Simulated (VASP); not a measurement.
Here is a VASP 6.6.1 calculation.

Contents of INCAR:

```
PREC = Accurate
ENCUT = 520
EDIFF = 1E-6
ISMEAR = 0
SIGMA = 0.1
LREAL = Auto
LASPH = T
NELM = 80
ALGO = Normal
ISIF = 2
LWAVE = F
LCHARG = F
GGA = PS
NBANDS = 126
LUSENCCL = F
```

Contents of KPOINTS:

```
regular mesh
0
Gamma
  6 6 6
```

File POSCAR:

```
SnGe7
1.0
   -0.0055255554      5.7897848215      5.8004018839
    5.7897848215     -0.0055255554      5.8004018839
    5.7842592662      5.7842592662      0.0000000000
Ge Sn
14 2
Direct
    0.0006947852      0.0006947852     -0.0006947852
    0.0006947852      0.0006947852      0.4993052148
    0.0131079946      0.4953380355     -0.0042230150
    0.0131079946      0.4953380355      0.4957769850
    0.4953380355      0.0131079946     -0.0042230150
    0.4953380355      0.0131079946      0.4957769850
    0.4901197723      0.4901197723      0.0098802277
    0.4901197723      0.4901197723      0.5098802277
    0.1257798533      0.1257798533      0.1242201467
    0.1257798533      0.1257798533      0.6242201467
    0.1249887366      0.6248972432      0.1250570101
    0.1249887366      0.6248972432      0.6250570101
    0.6248972432      0.1249887366      0.1250570101
    0.6248972432      0.1249887366      0.6250570101
    0.6250735793      0.6250735793      0.1249264207
    0.6250735793      0.6250735793      0.6249264207
```

Potentials or basis: VASP PAW PBE potentials, release 64 (Ge_d, Sn_d).

The run is started by

```sh
$ cat potpaw_PBE.64/Ge_d/POTCAR potpaw_PBE.64/Sn_d/POTCAR > POTCAR
$ mpirun -np 1 vasp_std > vasp.out
```

Problem. Predict the largest force.

Solution. 0.006 eV/Å.

Problem. Predict the pressure.

Solution. -0.1 GPa.

Forces on the atoms (eV/Å):
```
Ge   0.000  0.000 -0.001
Ge   0.000  0.000 -0.001
Ge   0.000  0.000 -0.001
Ge   0.000  0.000 -0.001
Ge   0.000  0.000 -0.001
Ge   0.000  0.000 -0.001
Ge   0.000  0.000 -0.001
Ge   0.000  0.000 -0.001
Ge   0.000  0.000  0.000
Ge   0.000  0.000  0.000
Ge  -0.002  0.002 -0.001
Ge  -0.002  0.002 -0.001
Ge   0.002 -0.002 -0.001
Ge   0.002 -0.002 -0.001
Sn   0.000  0.000  0.006
Sn   0.000  0.000  0.006
```

Caveat: the PAW data sets were made with another functional, which shifts forces and pressure a little.
